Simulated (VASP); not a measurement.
Crystal: AlP (zincblende type).

```
Al P
1.0
     0.00000    2.69877    2.69877
     2.69877    0.00000    2.69877
     2.69877    2.69877    0.00000
Al P
1 1
Direct
  0.00000 0.00000 0.00000
  0.25000 0.25000 0.25000
```

* Program: VASP 6.6.1
* Task: relaxation of cell and atoms
* Functional: r2SCAN
* Potentials or basis: VASP PAW PBE potentials, release 64 (Al, P)
* Cutoff: 550 eV
* k mesh: 12 × 12 × 12
* Occupations: fermi-dirac, width 0.08 eV
* Spin: no spin polarisation

At the start: pressure 4.1 GPa; volume 19.66 Å³/atom.

Q: Where does the relaxation end?

A: Over 3 steps the energy falls by 10.1 meV/atom and the volume is 20.48 Å³/atom (+4.2 %); space group F-43m (No. 216, to 0.05 Å).

Step by step:
| step | energy change (eV) | largest force (eV/Å) | pressure (GPa) | volume (Å³) |
| --- | --- | --- | --- | --- |
| 1 | 0.0000 | 0.0000 | 4.09 | 39.31 |
| 2 | -0.0096 | 0.0000 | -2.61 | 42.24 |
| 3 | -0.0203 | 0.0000 | 0.01 | 40.96 |

Final structure:
```
Al P
1.0
     0.00000    2.73606    2.73606
     2.73606    0.00000    2.73606
     2.73606    2.73606    0.00000
Al P
1 1
Direct
  0.00000 0.00000 0.00000
  0.25000 0.25000 0.25000
```

Caveat: the PAW data sets were made with another functional, which shifts forces and pressure a little.
